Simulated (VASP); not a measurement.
# TaN (P-6m2) in VASP: a series of runs

The runs below take TaN through single point, relaxation of cell and atoms, with PBEsol, r2SCAN.

Everything below comes from runs of VASP 6.6.1. Logs are shortened: lines on timing, memory, paths and dates and some standing lists are left out, and cuts for length are marked.

**1. The cell of the first run**

The structure is hexagonal, space group P-6m2 (No. 187). Conventional cell: a = 2.924 Å, b = 2.924 Å, c = 2.871 Å, α = 90.00°, β = 90.00°, γ = 120.00°. Within 3.0 Å of Ta (site symmetry -6m2) lie 6 N at 2.22 Å and 8 Ta at 2.87 to 2.92 Å. N (site symmetry -6m2) has 6 Ta at 2.22 Å and 8 N at 2.87 to 2.92 Å within 3.0 Å.

**2. Single point, PBEsol**

INCAR

```
PREC = Accurate
ENCUT = 520
EDIFF = 1E-6
ISMEAR = -1
SIGMA = 0.08
LREAL = F
LASPH = T
NELM = 60
ALGO = Normal
ISIF = 2
LWAVE = F
LCHARG = F
GGA = PS
NBANDS = 15
```

KPOINTS

```
regular mesh
0
Gamma
  12 12 12
```

POSCAR

```
TaN
1.0
    2.9238925133      0.0000000000      0.0000000000
   -1.4619462567      2.5321651945      0.0000000000
    0.0000000000      0.0000000000      2.8708871447
Ta N
1 1
Direct
    0.0000000000      0.0000000000      0.5000000000
    0.6666666667      0.3333333333      0.0000000000
```

Potentials or basis: VASP PAW PBE potentials, release 64 (Ta_pv, N).

Launch:

```sh
$ cat potpaw_PBE.64/Ta_pv/POTCAR potpaw_PBE.64/N/POTCAR > POTCAR
$ mpirun -np 1 vasp_std > vasp.out
```

OUTCAR:

```text
PREC = Accurate
   ENCUT = 520
   EDIFF = 1E-6
   ISMEAR = -1
   LREAL = F
   LASPH = T
   NELM = 60
   ISIF = 2
   GGA = PS

 ion  position               nearest neighbor table
   1  0.000  0.000  0.500-   2 2.22   2 2.22   2 2.22   2 2.22   2 2.22   2 2.22
   2  0.667  0.333  0.000-   1 2.22   1 2.22   1 2.22   1 2.22   1 2.22   1 2.22

  LATTYP: Found a hexagonal cell.
 ALAT       =     2.9238925133
 C/A-ratio  =     0.9818716426

  Lattice vectors:

 A1 = (   2.9238925133,   0.0000000000,   0.0000000000)
 A2 = (  -1.4619462567,   2.5321651945,   0.0000000000)
 A3 = (   0.0000000000,   0.0000000000,   2.8708871447)

Analysis of symmetry for initial positions (statically):
=====================================================================
 Subroutine PRICEL returns:
 Original cell was already a primitive cell.

 Routine SETGRP: Setting up the symmetry group for a
 hexagonal supercell.

 Subroutine GETGRP returns: Found 12 space group operations
 (whereof 12 operations were pure point group operations)
 out of a pool of 24 trial point group operations.

The static configuration has the point symmetry D_3h.

Analysis of symmetry for dynamics (positions and initial velocities):
=====================================================================
 Subroutine PRICEL returns:
 Original cell was already a primitive cell.

 Routine SETGRP: Setting up the symmetry group for a
 hexagonal supercell.

 Subroutine GETGRP returns: Found 12 space group operations
 (whereof 12 operations were pure point group operations)
 out of a pool of 24 trial point group operations.

The dynamic configuration has the point symmetry D_3h.

 Subroutine INISYM returns: Found 12 space group operations
 (whereof 12 operations are pure point group operations),
 and found     1 'primitive' translations

----------------------------------------------------------------------------------------

                                     Primitive cell

  volume of cell :      21.2554

  direct lattice vectors                    reciprocal lattice vectors
     2.923892513  0.000000000  0.000000000     0.342009836  0.197459471  0.000000000
    -1.461946257  2.532165195  0.000000000     0.000000000  0.394918942  0.000000000
     0.000000000  0.000000000  2.870887145     0.000000000  0.000000000  0.348324385

  length of vectors
     2.923892513  2.923892513  2.870887145     0.394918942  0.394918942  0.348324385

  position of ions in fractional coordinates (direct lattice)
     0.000000000  0.000000000  0.500000000
     0.666666667  0.333333333  0.000000000

  ion indices of the primitive-cell ions
   primitive index   ion index
                 1           1
                 2           2

----------------------------------------------------------------------------------------

 KPOINTS: regular mesh

Automatic generation of k-mesh.
 Grid dimensions read from file:
 generate k-points for:   12   12   12

 Generating k-lattice:

  Cartesian coordinates                     Fractional coordinates (reciprocal lattice)
     0.028500820  0.016454956  0.000000000     0.083333333  0.000000000  0.000000000
     0.000000000  0.032909912  0.000000000     0.000000000  0.083333333  0.000000000
     0.000000000  0.000000000  0.029027032     0.000000000  0.000000000  0.083333333

  Length of vectors
     0.032909912  0.032909912  0.029027032

  Shift w.r.t. Gamma in fractional coordinates (k-lattice)
     0.000000000  0.000000000  0.000000000

 Subroutine IBZKPT returns following result:
 ===========================================

 Found    133 irreducible k-points:

 Following reciprocal coordinates:
            Coordinates               Weight
  0.000000  0.000000  0.000000      1.000000
  0.083333  0.000000  0.000000      6.000000
  0.166667  0.000000  0.000000      6.000000
  0.250000  0.000000  0.000000      6.000000
  0.333333  0.000000  0.000000      6.000000
  0.416667  0.000000  0.000000      6.000000
[... 16 lines left out ...]
  0.250000  0.000000  0.083333     12.000000
  0.333333  0.000000  0.083333     12.000000
 [... further k-points ...]
   k-points           NKPTS =    133   k-points in BZ     NKDIM =    133   number of bands    NBANDS=     15
   number of dos      NEDOS =    301   number of ions     NIONS =      2
   total plane-waves  NPLWV =  13824
   dimension x,y,z NGX =    24 NGY =   24 NGZ =   24
   dimension x,y,z NGXF=    48 NGYF=   48 NGZF=   48
   ions per type =               1   1
   NGX,Y,Z   is equivalent  to a cutoff of  13.65, 13.65, 13.90 a.u.
   NGXF,Y,Z  is equivalent  to a cutoff of  27.29, 27.29, 27.80 a.u.
 SYSTEM =  unknown system
   PREC   = accura    normal or accurate (medium, high low for compatibility)
   ISTART =      0    job   : 0-new  1-cont  2-samecut
   ICHARG =      2    charge: 1-file 2-atom 10-const
   ISPIN  =      1    spin polarized calculation?
   LNONCOLLINEAR =      F non collinear calculations
   LSORBIT =      F    spin-orbit coupling
   LASPH  =      T    aspherical Exc in radial PAW
   ENCUT  =  520.0 eV  38.22 Ry    6.18 a.u.   5.44  5.44  5.34*2*pi/ulx,y,z
   NELM   =     60;   NELMIN=  2; NELMDL= -5     # of ELM steps
   EDIFF  = 0.1E-05   stopping-criterion for ELM
   LREAL  =      F    real-space projection
[... 7 lines left out ...]
   TEBEG  =    0.0;   TEEND  =   0.0 temperature during run
   PSTRESS=    0.0 pullay stress
   NELECT =      16.0000    total number of electrons
   NUPDOWN=      -1.0000    fix difference up-down
   EMIN   =  10.00;   EMAX   =-10.00  energy-range for DOS
   EFERMI =   0.00;   METHOD = LEGACY
   ISMEAR =    -1;   SIGMA  =   0.08  broadening in eV -4-tet -1-fermi 0-gaus
   EFERMI_NEDOS =   21; number of points for ismear=-14 and -15
   IALGO  =     38    algorithm
   IMIX   =      4    mixing-type and parameters
     AMIX     =   0.40;   BMIX     =  1.00
     AMIX_MAG =   1.60;   BMIX_MAG =  1.00
  volume/ion in A,a.u.               =      10.63        71.72
  Fermi-wavevector in a.u.,A,eV,Ry     =   1.489218  2.814214 30.174600  2.217771
  Thomas-Fermi vector in A             =   2.602154
   LORBIT       =      0    0 simple, 1 ext, 2 COOP (PROOUT), +10 PAW based schemes
   GGA     = PS    functional components
   LHFCALC =     F    Hartree Fock is set to
   AEXX    =    0.0000 exact exchange contribution
   IVDW    =     0    specifies the selected vdW correction
   LEPSILON=     F    determine dielectric tensor
   LRPA    =     F    only Hartree local field effects (RPA)
 non-spin polarized calculation
  energy-cutoff  :      520.00
  volume of cell :       21.26
 maximum number of plane-waves:       599
 NGX is ok and might be reduce to    24
   NGX = 11   NGY = 11   NGZ = 11

 number of electron      16.0000000 magnetization

 Free energy of the ion-electron system (eV)
  ---------------------------------------------------
  ext. energy  EPLUGINS =         0.00000000
  ---------------------------------------------------
  free energy    TOTEN  =       -23.80667115 eV

  energy without entropy =      -23.80517552  energy(sigma->0) =      -23.80592333

 E-fermi :   8.2448     XC(G=0): -13.5810

 val. band max:        8.1842638215   @ k =   0.0000   0.0000   0.4167
 cond. band min:       8.3781039847   @ k =   0.0833   0.0000   0.5000
 fundamental gap:      0.1938401632
 Fermi energy:         8.2447506895

 k-point     1 :       0.0000    0.0000    0.0000
  band No.  band energies     occupation
      1     -26.5028      2.00000
      2     -26.2277      2.00000
      3     -26.2277      2.00000
      4      -9.6044      2.00000
      5       3.6178      2.00000
      6       3.6178      2.00000
      7       3.9450      2.00000
      8       5.3084      2.00000
      9      10.5619      0.00000
     10      11.8963      0.00000
     11      11.8963      0.00000
     12      12.2955      0.00000
     13      12.2955      0.00000
     14      21.3348      0.00000
     15      21.7381      0.00000

 k-point     2 :       0.0833    0.0000    0.0000
  band No.  band energies     occupation
      1     -26.4927      2.00000
      2     -26.3075      2.00000
      3     -26.2446      2.00000
      4      -9.4549      2.00000
      5       3.1787      2.00000
      6       3.7304      2.00000
      7       4.1581      2.00000
      8       5.0953      2.00000
      9      11.0847      0.00000
     10      11.5920      0.00000
     11      11.9184      0.00000
     12      12.2192      0.00000
     13      12.4919      0.00000
     14      21.3202      0.00000
     15      21.7259      0.00000

 k-point     3 :       0.1667    0.0000    0.0000
  band No.  band energies     occupation
      1     -26.5202      2.00000
      2     -26.4649      2.00000
      3     -26.2905      2.00000
      4      -9.0433      2.00000
      5       2.2724      2.00000
      6       4.0299      2.00000
      7       4.5751      2.00000
      8       4.6242      2.00000
      9      10.8664      0.00000
     10      12.0173      0.00000
     11      12.0284      0.00000
     12      12.3523      0.00000
     13      12.9230      0.00000
     14      21.3007      0.00000
     15      21.7071      0.00000

 k-point     4 :       0.2500    0.0000    0.0000
  band No.  band energies     occupation
      1     -26.7989      2.00000
      2     -26.4268      2.00000
      3     -26.3525      2.00000
      4      -8.4675      2.00000
      5       1.3194      2.00000
      6       3.9672      2.00000
      7       4.4134      2.00000
      8       5.0643      2.00000
      9      10.4367      0.00000
     10      11.7560      0.00000
     11      12.3191      0.00000
     12      13.3040      0.00000
     13      13.6546      0.00000
     14      21.4388      0.00000
     15      21.7245      0.00000
[... 307 lines left out ...]
 k-point    22 :       0.1667    0.0000    0.0833
  band No.  band energies     occupation
      1     -26.5431      2.00000
      2     -26.5025      2.00000
      3     -26.2845      2.00000
      4      -8.9206      2.00000
      5       2.3439      2.00000
      6       3.7051      2.00000
      7       4.0388      2.00000
      8       5.3785      2.00000
      9      10.7436      0.00000
     10      10.9626      0.00000
     11      12.1897      0.00000
     12      12.9767      0.00000
     13      13.3633      0.00000
     14      21.1994      0.00000
     15      21.6953      0.00000

 k-point    23 :       0.2500    0.0000    0.0833
  band No.  band energies     occupation
      1     -26.7909      2.00000
      2     -26.4910      2.00000
      3     -26.3462      2.00000
      4      -8.3786      2.00000
      5       1.3775      2.00000
      6       3.5620      2.00000
      7       4.3551      2.00000
      8       5.3926      2.00000
      9      10.5465      0.00000
     10      11.0837      0.00000
     11      12.7289      0.00000
     12      13.0334      0.00000
     13      14.3584      0.00000
     14      21.2443      0.00000
     15      21.6907      0.00000

 k-point    24 :       0.3333    0.0000    0.0833
  band No.  band energies     occupation
      1     -27.0553      2.00000
      2     -26.4508      2.00000
      3     -26.4071      2.00000
      4      -7.8179      2.00000
      5       0.5737      2.00000
      6       3.2155      2.00000
      7       4.6128      2.00000
      8       5.3796      2.00000
      9      10.9233      0.00000
     10      11.3068      0.00000
     11      12.9821      0.00000
     12      13.2164      0.00000
     13      15.2864      0.00000
     14      21.4722      0.00000
     15      21.7490      0.00000

 [... further k-points ...]

------------------------ aborting loop because EDIFF is reached ----------------------------------------

  FORCE on cell =-STRESS in cart. coord.  units (eV):
  Direction    XX          YY          ZZ          XY          YZ          ZX
  --------------------------------------------------------------------------------------
  -------------------------------------------------------------------------------------
  Total        0.1031671      0.1031671      0.1305556     -0.0000000     -0.0000000      0.0000000
  in kB        7.7764623      7.7764623      9.8409388     -0.0000000     -0.0000000      0.0000000
  external PRESSURE =       8.4646212 kB  Pullay stress =       0.0000000 kB

 VOLUME and BASIS-vectors are now :
 -----------------------------------------------------------------------------
  energy-cutoff  :      520.00
  volume of cell :       21.26
      direct lattice vectors                 reciprocal lattice vectors
     2.923892513  0.000000000  0.000000000     0.342009836  0.197459471  0.000000000
    -1.461946257  2.532165195  0.000000000     0.000000000  0.394918942  0.000000000
     0.000000000  0.000000000  2.870887145     0.000000000  0.000000000  0.348324385

 POSITION                                       TOTAL-FORCE (eV/Angst)
 -----------------------------------------------------------------------------------
      0.00000      0.00000      1.43544        -0.000000      0.000000      0.000000
      1.46195      0.84406      0.00000         0.000000     -0.000000      0.000000
 -----------------------------------------------------------------------------------
    total drift:                               -0.000000      0.000000      0.000000

  FREE ENERGIE OF THE ION-ELECTRON SYSTEM (eV)
  ---------------------------------------------------
  free  energy   TOTEN  =       -23.8066711485 eV

  energy  without entropy=      -23.8051755185  energy(sigma->0) =      -23.80592333
```

Run time: 45 s. Hardware: 1 thread of Intel Xeon 8259CL, shared host; peak memory 0.17 GiB.

Results:

* Free energy: -23.8067 eV
* Pressure: 0.8 GPa
* Band gap on the k mesh: zero (bands 8 and 9 overlap by 0.32 eV)

Stress tensor (GPa, compression positive):
```
0.78 0.00 0.00
0.00 0.78 0.00
0.00 0.00 0.98
```

Caveat: the PAW data sets were made with another functional, which shifts forces and pressure a little; spin-orbit coupling is left out, which moves the levels of the heavy elements.

[end of part 1 of 2]

The gap in the log of VASP goes by the Fermi energy; the results here count the filled bands.